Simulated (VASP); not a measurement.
Runs of VASP 6.6.1 on Os. The structure is that of space group Fm-3m (No. 225), or close to it. The cells are those of the table. This isn't the form of Os at room conditions, which is hcp.

```tsv
task	cell	gap on the mesh (eV)	pressure (GPa)
single point	a = 2.737, b = 2.737, c = 2.723 Å, angles 60.2, 60.2, 59.7°, 1 atom	none	-2.3
electric field gradients	a = 2.710, b = 2.710, c = 2.668 Å, angles 60.5, 60.5, 59.0°, 1 atom	none	15.3
electric field gradients	a = 2.737, b = 2.737, c = 2.723 Å, angles 60.2, 60.2, 59.7°, 1 atom	none	-2.3
electric field gradients	a = 2.751 Å, angles 60.0°, 1 atom	none	-9.7
single point	a = 2.764, b = 2.764, c = 2.751 Å, angles 60.2, 60.2, 59.7°, 1 atom	none	-13.1
single point	a = 2.710, b = 2.710, c = 2.751 Å, angles 59.5, 59.5, 61.0°, 1 atom	none	(a)
single point	a = 2.710, b = 2.710, c = 2.668 Å, angles 60.5, 60.5, 59.0°, 1 atom	none	15.3
single point	a = 2.737, b = 2.737, c = 2.751 Å, angles 59.8, 59.8, 60.3°, 1 atom	none	-6.1
```

Alike in all rows: level PBE; potentials or basis VASP PAW PBE potentials, release 64 (Os); no spin polarisation; k mesh 14 × 14 × 14; cutoff (eV) 520; smearing fermi-dirac 0.05 eV.

Q: Estimate the missing entries.

A: (a) 1.9.

Caveats: spin-orbit coupling is left out, which moves the levels of the heavy elements; the cell stands under tension (at least some runs); the cell stands under pressure (at least some runs).

A k mesh can miss the band edges, and the runs leave out spin-orbit coupling on Os.

A gap of «none» marks levels without a gap at the run's occupations.
